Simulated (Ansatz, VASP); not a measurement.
**MoSe in VASP and in Ansatz**

The input POSCAR:

```
MoSe
1.0
    3.7315255802      0.0000000000      0.0000000000
    0.0000000000      3.7315255802      0.0000000000
    0.0000000000      0.0000000000      3.7315255802
Mo Se
1 1
Direct
    0.0000000000      0.0000000000      0.0000000000
    0.5000000000      0.5000000000      0.5000000000
```

INCAR.step1

```
  PREC = Accurate
  ENCUT = 520
  ISMEAR = 0
  SIGMA = 0.1
  LREAL = F
  LASPH = T
  NELM = 150
  ISPIN = 2
  MAGMOM = 2 0
  LMAXMIX = 4
  LDAU = T
  LDAUTYPE = 2
  LDAUL = 2 -1
  LDAUU = 4.38 0
  LDAUJ = 0 0
  NBANDS = 21
  GGA = PE
  ALGO = Normal
  EDIFF = 1E-4
  LWAVE = T
  LCHARG = F
```

File INCAR.step2:

```
  PREC = Accurate
  ENCUT = 520
  EDIFF = 1E-6
  ISMEAR = 0
  SIGMA = 0.1
  LREAL = F
  LASPH = T
  NELM = 150
  ALGO = Normal
  ISIF = 2
  LWAVE = F
  LCHARG = F
  ISPIN = 2
  MAGMOM = 2 0
  LORBIT = 11
  LMAXMIX = 4
  LDAU = T
  LDAUTYPE = 2
  LDAUL = 2 -1
  LDAUU = 4.38 0
  LDAUJ = 0 0
  LDAUPRINT = 1
  METAGGA = R2SCAN
  LMIXTAU = T
  NBANDS = 21
  ISTART = 1
```

File KPOINTS:

```
Automatic mesh
0
Gamma
  12 12 12
```

Input for Ansatz:

```yaml
crystal:
  lattice:
    - [3.7315255802, 0.0, 0.0]
    - [0.0, 3.7315255802, 0.0]
    - [0.0, 0.0, 3.7315255802]
  atoms:
    - { symbol: Mo, position: [0.0, 0.0, 0.0], spin: 2.0 }
    - { symbol: Se, position: [0.5, 0.5, 0.5] }
basis:
  ecutwfc: 500
kpoints:
  mp_grid: { grid: [12, 12, 12] }
hamiltonian:
  xc: r2scan
  hubbard: { sites: [{ species: Mo, l: d, u_eff: 4.38 }] }
scf:
  occupations: { method: gaussian, width: 0.1 }
output:
  forces: true
  stress: true
  eigenvalues: true
  populations: true
magnetization:
  spin_polarized: true
```

Alike in both runs: task single point; functional r2SCAN; k mesh 12 × 12 × 12; occupations gaussian, width 0.1 eV; collinear spin; Hubbard terms Mo d U = 4.38 eV.

```csv
,VASP,Ansatz
version,VASP 6.6.1,Ansatz 0.2.0
potentials or method,"VASP PAW PBE potentials, release 64 (Mo_sv, Se), cutoff 520 eV","scalar-relativistic, plane waves, PAW"
valence electrons in the cell,20,30
```

```csv
,VASP,Ansatz,Ansatz less VASP
gap on the k mesh at the Fermi level (eV),none,none,-
pressure (GPa),-9.6,-7.5,+2.12
net moment per atom (μB),2.00,2.00,0.000
size of the moment on the site where the two differ most (μB),0.36,0.60,+0.235
```

VASP's potentials were made for PBE, not for r2SCAN. Site moments also hang on the region over which each program counts them. The programs project onto different local orbitals, so the same U acts differently, and such runs can settle in different states. A gap of «none» marks a metal or a gap that the smearing closes. VASP's potentials hold 20 valence electrons a cell and Ansatz's 30, so a difference there can come from the potentials and not from the codes. Ansatz's warnings: filled band counts differ across k points, stability check not made.
